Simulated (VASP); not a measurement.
A run of VASP 6.6.1:

INCAR

```
  ALGO = Normal
  EDIFF = 1E-6
  ENCUT = 520
  GGA = PE
  ISIF = 2
  ISMEAR = -1
  ISPIN = 2
  LASPH = True
  LCHARG = True
  LELF = True
  LMAXMIX = 4
  LORBIT = 11
  LREAL = False
  LVHAR = True
  LWAVE = False
  MAGMOM = 3.96
  NBANDS = 14
  NELM = 150
  NUPDOWN = 3.96
  PREC = Accurate
  SIGMA = 0.1
```

Contents of KPOINTS:

```
k-points
0
Gamma
  12 12 12
```

File POSCAR:

```
Fe
1.0
    0.0000000000      1.8260000000      1.8260000000
    1.8260000000      0.0000000000      1.8260000000
    1.8260000000      1.8260000000      0.0000000000
Fe
1
Direct
    0.0000000000      0.0000000000      0.0000000000
```

Potentials or basis: VASP PAW PBE potentials, release 64 (Fe).

The run is started by

```bash
$ cat potpaw_PBE.64/Fe/POTCAR > POTCAR
$ mpirun -np 1 vasp_std > vasp.out
```

Hardware: 1 thread of Intel(R) Xeon(R) 6975P-C (Granite Rapids), on a shared host.

Question: How long does it take, and how much memory?

Answer: It took 12 s on 1 thread of Intel(R) Xeon(R) 6975P-C (Granite Rapids) (shared host), peak memory 0.14 GiB. Counts: scf iterations 13, k points 72.
